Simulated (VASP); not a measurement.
CaO, 2 atoms in the cell. Symmetry: Immm, No. 71, orthorhombic system. Conventional cell: a = 3.365 Å, b = 3.433 Å, c = 4.807 Å, α = 90.00°, β = 90.00°, γ = 90.00°. Ca (site symmetry mmm) has 6 O at 2.40 Å within 3.2 Å. Within 3.2 Å of O (site symmetry mmm) lie 6 Ca at 2.40 Å. 

| Quantity | Value |
| --- | --- |
| Program | VASP 6.6.1 |
| Task | single point |
| Functional | PBEsol |
| Potentials or basis | VASP PAW PBE potentials, release 64 (Ca_sv, O) |
| Cutoff | 600 eV |
| k mesh | 8 × 8 × 8 |
| Occupations | fermi-dirac, width 0.05 eV |
| Spin | no spin polarisation |
| Dipole correction | no |
| Further INCAR settings | ALGO = Normal; EDIFF = 1e-06; NBANDS = 15 |

Potentials or basis: VASP PAW PBE potentials, release 64 (Ca_sv, O).

Command:

```bash
$ cat potpaw_PBE.64/Ca_sv/POTCAR potpaw_PBE.64/O/POTCAR > POTCAR
$ mpirun -np 1 vasp_std > vasp.out
```

Hardware: 1 thread of Intel Xeon 8259CL, with other jobs on the host.

Q: Estimate the wall time of this run.

A: Wall time 76 s on 1 thread of Intel Xeon 8259CL (shared host), peak memory 0.19 GiB. Counts: scf iterations 12, k points 95.
